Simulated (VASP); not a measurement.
## Cs: single point with PBE

The system is Cs.

```
Cs
1.0
    -3.07943    3.07943    3.07943
     3.07943   -3.07943    3.07943
     3.07943    3.07943   -3.07943
Cs
1
Direct
  0.00000 0.00000 0.00000
```

- Program: VASP 6.6.1
- Task: single point
- Functional: PBE
- Potentials or basis: VASP PAW PBE potentials, release 64 (Cs_sv)
- Cutoff: 520 eV
- k mesh: 10 × 10 × 10
- Occupations: gaussian, width 0.1 eV
- Spin: no spin polarisation
- Dipole correction: no
- Further INCAR settings: ALGO = Normal; EDIFF = 1e-06; NBANDS = 10

```
Pressure : 0.0 GPa
```

Levels at points of the mesh, in eV from the Fermi level:
```
           k point  band 1  band 2  band 3  band 4  band 5  band 6  band 7  band 8  band 9
(0.00, 0.00, 0.00)  -23.87  -10.62  -10.62  -10.62   -1.67    2.48    2.48    2.48    3.32
(0.50, 0.00, 0.00)  -23.87  -10.75  -10.66  -10.62    0.04    0.85    1.64    3.16    3.77
(0.50, 0.50, 0.50)  -23.86  -10.71  -10.71  -10.71    0.66    0.66    2.97    2.97    2.97
```

Run time: 31 s on 1 thread of Intel(R) Xeon(R) Platinum 8488C (Sapphire Rapids) (shared host), peak memory 0.25 GiB.

Caveat: spin-orbit coupling is left out, which moves the levels of the heavy elements.
